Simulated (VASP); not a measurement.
# Li (P6_3/mmc) in VASP: a series of runs

The runs below take Li through single point, with PBE.

All numbers are computed with VASP 6.6.1; they aren't measurements. Logs are shortened: lines on timing, memory, paths and dates and some standing lists are left out, and cuts for length are marked.

**1. The cell of the first run**

The structure is hexagonal, space group P6_3/mmc (No. 194). Conventional cell: a = 3.051 Å, b = 3.051 Å, c = 5.297 Å, α = 90.00°, β = 90.00°, γ = 120.00°. Li (site symmetry -6m2) has 12 Li at 3.05 to 3.18 Å within 4.0 Å.

This isn't the form of Li at room conditions, which is bcc.

**2. Single point, PBE (z stretched by +4 % at fixed volume)**

The input, INCAR:

```
PREC = Accurate
ENCUT = 520
EDIFF = 1E-6
ISMEAR = -1
SIGMA = 0.03
LREAL = F
LASPH = T
NELM = 80
ALGO = Normal
ISIF = 2
LWAVE = F
LCHARG = T
GGA = PE
LELF = T
LVHAR = T
NBANDS = 10
```

The input, KPOINTS:

```
Automatic mesh
0
Gamma
  15 15 8
```

The input, POSCAR:

```
Li
1.0
    3.0505885919      0.0000000000      0.0000000000
   -1.5252942960      2.6418872171      0.0000000000
    0.0000000000      0.0000000000      5.2967200000
Li
2
Direct
    0.3333333333      0.6666666667      0.2500000000
    0.6666666667      0.3333333333      0.7500000000
```

Potentials or basis: VASP PAW PBE potentials, release 64 (Li_sv).

Run with:

```console
$ cat potpaw_PBE.64/Li_sv/POTCAR > POTCAR
$ mpirun -np 1 vasp_std > vasp.out
```

OUTCAR:

```text
PREC = Accurate
   ENCUT = 520
   EDIFF = 1E-6
   ISMEAR = -1
   LREAL = F
   LASPH = T
   NELM = 80
   ISIF = 2
   GGA = PE

 ion  position               nearest neighbor table
   1  0.333  0.667  0.250-
   2  0.667  0.333  0.750-

  LATTYP: Found a hexagonal cell.
 ALAT       =     3.0505885919
 C/A-ratio  =     1.7362944364

  Lattice vectors:

 A1 = (   3.0505885919,   0.0000000000,   0.0000000000)
 A2 = (  -1.5252942960,   2.6418872171,   0.0000000000)
 A3 = (   0.0000000000,   0.0000000000,   5.2967200000)

Analysis of symmetry for initial positions (statically):
=====================================================================
 Subroutine PRICEL returns:
 Original cell was already a primitive cell.

 Routine SETGRP: Setting up the symmetry group for a
 hexagonal supercell.

 Subroutine GETGRP returns: Found 24 space group operations
 (whereof 12 operations were pure point group operations)
 out of a pool of 24 trial point group operations.

The static configuration has the point symmetry D_3d.
 The point group associated with its full space group is D_6h.

Analysis of symmetry for dynamics (positions and initial velocities):
=====================================================================
 Subroutine PRICEL returns:
 Original cell was already a primitive cell.

 Routine SETGRP: Setting up the symmetry group for a
 hexagonal supercell.

 Subroutine GETGRP returns: Found 24 space group operations
 (whereof 12 operations were pure point group operations)
 out of a pool of 24 trial point group operations.

The dynamic configuration has the point symmetry D_3d.
 The point group associated with its full space group is D_6h.

 Subroutine INISYM returns: Found 24 space group operations
 (whereof 12 operations are pure point group operations),
 and found     1 'primitive' translations

----------------------------------------------------------------------------------------

                                     Primitive cell

  volume of cell :      42.6879

  direct lattice vectors                    reciprocal lattice vectors
     3.050588592  0.000000000  0.000000000     0.327805592  0.189258647  0.000000000
    -1.525294296  2.641887217  0.000000000     0.000000000  0.378517294  0.000000000
     0.000000000  0.000000000  5.296720000     0.000000000  0.000000000  0.188796085

  length of vectors
     3.050588592  3.050588592  5.296720000     0.378517294  0.378517294  0.188796085

  position of ions in fractional coordinates (direct lattice)
     0.333333333  0.666666667  0.250000000
     0.666666667  0.333333333  0.750000000

  ion indices of the primitive-cell ions
   primitive index   ion index
                 1           1
                 2           2

----------------------------------------------------------------------------------------

 KPOINTS: Automatic mesh

Automatic generation of k-mesh.
 Grid dimensions read from file:
 generate k-points for:   15   15    8

 Generating k-lattice:

  Cartesian coordinates                     Fractional coordinates (reciprocal lattice)
     0.021853706  0.012617243  0.000000000     0.066666667  0.000000000  0.000000000
     0.000000000  0.025234486  0.000000000     0.000000000  0.066666667  0.000000000
     0.000000000  0.000000000  0.023599511     0.000000000  0.000000000  0.125000000

  Length of vectors
     0.025234486  0.025234486  0.023599511

  Shift w.r.t. Gamma in fractional coordinates (k-lattice)
     0.000000000  0.000000000  0.000000000

 Subroutine IBZKPT returns following result:
 ===========================================

 Found    135 irreducible k-points:

 Following reciprocal coordinates:
            Coordinates               Weight
  0.000000  0.000000  0.000000      1.000000
  0.066667 -0.000000  0.000000      6.000000
  0.133333  0.000000  0.000000      6.000000
  0.200000  0.000000  0.000000      6.000000
  0.266667  0.000000  0.000000      6.000000
  0.333333  0.000000  0.000000      6.000000
[... 16 lines left out ...]
  0.333333  0.200000  0.000000     12.000000
  0.400000  0.200000  0.000000      6.000000
 [... further k-points ...]
   k-points           NKPTS =    135   k-points in BZ     NKDIM =    135   number of bands    NBANDS=     10
   number of dos      NEDOS =    301   number of ions     NIONS =      2
   total plane-waves  NPLWV =  23040
   dimension x,y,z NGX =    24 NGY =   24 NGZ =   40
   dimension x,y,z NGXF=    48 NGYF=   48 NGZF=   80
   ions per type =               2
   NGX,Y,Z   is equivalent  to a cutoff of  13.08, 13.08, 12.55 a.u.
   NGXF,Y,Z  is equivalent  to a cutoff of  26.16, 26.16, 25.11 a.u.
 SYSTEM =  unknown system
   PREC   = accura    normal or accurate (medium, high low for compatibility)
   ISTART =      0    job   : 0-new  1-cont  2-samecut
   ICHARG =      2    charge: 1-file 2-atom 10-const
   ISPIN  =      1    spin polarized calculation?
   LNONCOLLINEAR =      F non collinear calculations
   LSORBIT =      F    spin-orbit coupling
   LASPH  =      T    aspherical Exc in radial PAW
   ENCUT  =  520.0 eV  38.22 Ry    6.18 a.u.   5.67  5.67  9.85*2*pi/ulx,y,z
   NELM   =     80;   NELMIN=  2; NELMDL= -5     # of ELM steps
   EDIFF  = 0.1E-05   stopping-criterion for ELM
   LREAL  =      F    real-space projection
   EDIFFG = 0.1E-04   stopping-criterion for IOM
   NSW    =      0    number of steps for IOM
   IBRION =     -1    ionic relax: 0-MD 1-quasi-New 2-CG
   NFREE  =      0    steps in history (QN), initial steepest desc. (CG)
   ISIF   =      2    stress and relaxation
   ISYM   =      2    0-nonsym 1-usesym 2-fastsym
   POTIM  = 0.5000    time-step for ionic-motion
   TEBEG  =    0.0;   TEEND  =   0.0 temperature during run
   PSTRESS=    0.0 pullay stress
   NELECT =       6.0000    total number of electrons
   NUPDOWN=      -1.0000    fix difference up-down
   EMIN   =  10.00;   EMAX   =-10.00  energy-range for DOS
   EFERMI =   0.00;   METHOD = LEGACY
   ISMEAR =    -1;   SIGMA  =   0.03  broadening in eV -4-tet -1-fermi 0-gaus
   EFERMI_NEDOS =   21; number of points for ismear=-14 and -15
   IALGO  =     38    algorithm
   IMIX   =      4    mixing-type and parameters
     AMIX     =   0.40;   BMIX     =  1.00
     AMIX_MAG =   1.60;   BMIX_MAG =  1.00
  volume/ion in A,a.u.               =      21.34       144.04
  Fermi-wavevector in a.u.,A,eV,Ry     =   0.851184  1.608505  9.857621  0.724515
  Thomas-Fermi vector in A             =   1.967278
   LORBIT       =      0    0 simple, 1 ext, 2 COOP (PROOUT), +10 PAW based schemes
   GGA     = PE    functional components
   LHFCALC =     F    Hartree Fock is set to
   AEXX    =    0.0000 exact exchange contribution
   IVDW    =     0    specifies the selected vdW correction
   LEPSILON=     F    determine dielectric tensor
   LRPA    =     F    only Hartree local field effects (RPA)
 non-spin polarized calculation
  energy-cutoff  :      520.00
  volume of cell :       42.69
 maximum number of plane-waves:      1184
 NGX is ok and might be reduce to    24
   NGX = 11   NGY = 11   NGZ = 19

 number of electron       5.9999972 magnetization

 Free energy of the ion-electron system (eV)
  ---------------------------------------------------
  ext. energy  EPLUGINS =         0.00000000
  ---------------------------------------------------
  free energy    TOTEN  =        -3.80138813 eV

  energy without entropy =       -3.79799768  energy(sigma->0) =       -3.79969290

 E-fermi :   0.5181     XC(G=0):  -6.9197

 val. band max:        0.5146270447   @ k =   0.4000   0.0000   0.5000
 cond. band min:       0.5193941549   @ k =   0.2667   0.2667   0.1250
 fundamental gap:      0.0047671102
 Fermi energy:         0.5180761128

 k-point     1 :       0.0000    0.0000    0.0000
  band No.  band energies     occupation
      1     -46.1426      2.00000
      2     -46.1314      2.00000
      3      -3.0076      2.00000
      4       0.1907      1.99996
      5       2.7728      0.00000
      6      13.1987      0.00000
      7      13.1988      0.00000
      8      13.3223      0.00000
      9      14.4252      0.00000
     10      14.4252      0.00000

 k-point     2 :       0.0667   -0.0000    0.0000
  band No.  band energies     occupation
      1     -46.1420      2.00000
      2     -46.1310      2.00000
      3      -2.9354      2.00000
      4       0.2848      1.99916
      5       2.8070      0.00000
      6      12.3942      0.00000
      7      12.6586      0.00000
      8      13.3356      0.00000
      9      14.3006      0.00000
     10      14.6679      0.00000

 k-point     3 :       0.1333    0.0000    0.0000
  band No.  band energies     occupation
      1     -46.1402      2.00000
      2     -46.1298      2.00000
      3      -2.7186      2.00000
      4       0.5669      0.32812
      5       2.9069      0.00000
      6      10.7576      0.00000
      7      11.7815      0.00000
      8      13.2876      0.00000
      9      13.9643      0.00000
     10      14.6048      0.00000

 k-point     4 :       0.2000    0.0000    0.0000
  band No.  band energies     occupation
      1     -46.1375      2.00000
      2     -46.1281      2.00000
      3      -2.3577      2.00000
      4       1.0365      0.00000
      5       3.0549      0.00000
      6       9.0203      0.00000
      7      10.9587      0.00000
      8      12.7387      0.00000
      9      12.8897      0.00000
     10      14.1574      0.00000

 k-point     5 :       0.2667    0.0000    0.0000
  band No.  band energies     occupation
      1     -46.1343      2.00000
      2     -46.1263      2.00000
      3      -1.8531      2.00000
      4       1.6919      0.00000
      5       3.1907      0.00000
      6       7.4663      0.00000
      7      10.2703      0.00000
      8      11.2857      0.00000
      9      11.3935      0.00000
     10      13.6387      0.00000

 k-point     6 :       0.3333    0.0000    0.0000
  band No.  band energies     occupation
      1     -46.1311      2.00000
      2     -46.1246      2.00000
      3      -1.2100      2.00000
      4       2.5297      0.00000
      5       3.1288      0.00000
      6       6.3568      0.00000
      7       9.5343      0.00000
      8       9.7425      0.00000
      9      10.0005      0.00000
     10      13.1946      0.00000
[... 183 lines left out ...]
 k-point    21 :       0.2000    0.2000    0.0000
  band No.  band energies     occupation
      1     -46.1302      2.00000
      2     -46.1242      2.00000
      3      -1.0537      2.00000
      4       2.7168      0.00000
      5       3.4791      0.00000
      6       6.0962      0.00000
      7       7.6015      0.00000
      8      10.4176      0.00000
      9      11.3920      0.00000
     10      11.7203      0.00000

 k-point    22 :       0.2667    0.2000    0.0000
  band No.  band energies     occupation
      1     -46.1277      2.00000
      2     -46.1232      2.00000
      3      -0.3334      2.00000
      4       3.4375      0.00000
      5       3.6387      0.00000
      6       5.0884      0.00000
      7       6.9164      0.00000
      8       9.0883      0.00000
      9      10.6742      0.00000
     10      11.1269      0.00000

 k-point    23 :       0.3333    0.2000    0.0000
  band No.  band energies     occupation
      1     -46.1257      2.00000
      2     -46.1227      2.00000
      3       0.4999      1.29425
      4       2.7540      0.00000
      5       4.7139      0.00000
      6       4.8273      0.00000
      7       6.4225      0.00000
      8       7.6122      0.00000
      9      10.1662      0.00000
     10      10.7237      0.00000

 k-point    24 :       0.4000    0.2000    0.0000
  band No.  band energies     occupation
      1     -46.1250      2.00000
      2     -46.1227      2.00000
      3       1.1378      0.00000
      4       2.0713      0.00000
      5       4.8844      0.00000
      6       5.5979      0.00000
      7       6.2089      0.00000
      8       6.5778      0.00000
      9       9.9892      0.00000
     10      10.6041      0.00000

 [... further k-points ...]
[... 5 lines left out ...]
  --------------------------------------------------------------------------------------
  -------------------------------------------------------------------------------------
  Total       -0.0982381     -0.0982381     -0.4080890      0.0000000     -0.0000000     -0.0000000
  in kB       -3.6871051     -3.6871051    -15.3165365      0.0000000     -0.0000000     -0.0000000
  external PRESSURE =      -7.5635822 kB  Pullay stress =       0.0000000 kB

 VOLUME and BASIS-vectors are now :
 -----------------------------------------------------------------------------
  energy-cutoff  :      520.00
  volume of cell :       42.69
      direct lattice vectors                 reciprocal lattice vectors
     3.050588592  0.000000000  0.000000000     0.327805592  0.189258647  0.000000000
    -1.525294296  2.641887217  0.000000000     0.000000000  0.378517294  0.000000000
     0.000000000  0.000000000  5.296720000     0.000000000  0.000000000  0.188796085

 POSITION                                       TOTAL-FORCE (eV/Angst)
 -----------------------------------------------------------------------------------
     -0.00000      1.76126      1.32418         0.000000     -0.000000      0.000000
      1.52529      0.88063      3.97254        -0.000000      0.000000      0.000000
 -----------------------------------------------------------------------------------
    total drift:                               -0.000000      0.000000      0.000000

  FREE ENERGIE OF THE ION-ELECTRON SYSTEM (eV)
  ---------------------------------------------------
  free  energy   TOTEN  =        -3.8013881291 eV

  energy  without entropy=       -3.7979976771  energy(sigma->0) =       -3.79969290
```

Wall time 60 s (1 thread of Intel Xeon 8259CL, shared host); peak memory 0.18 GiB.

What came out:

```yaml
Free_energy: -3.8014 eV
Band_gap_on_the_k_mesh: zero (bands 3 and 4 overlap by 4.76 eV)
```

Caveat: the cutoff is under 1.25 times the usual one of these potentials, so pressure, stress and relaxed cells hold a basis-set (Pulay) error.

(Continued in part 2 of 2.)
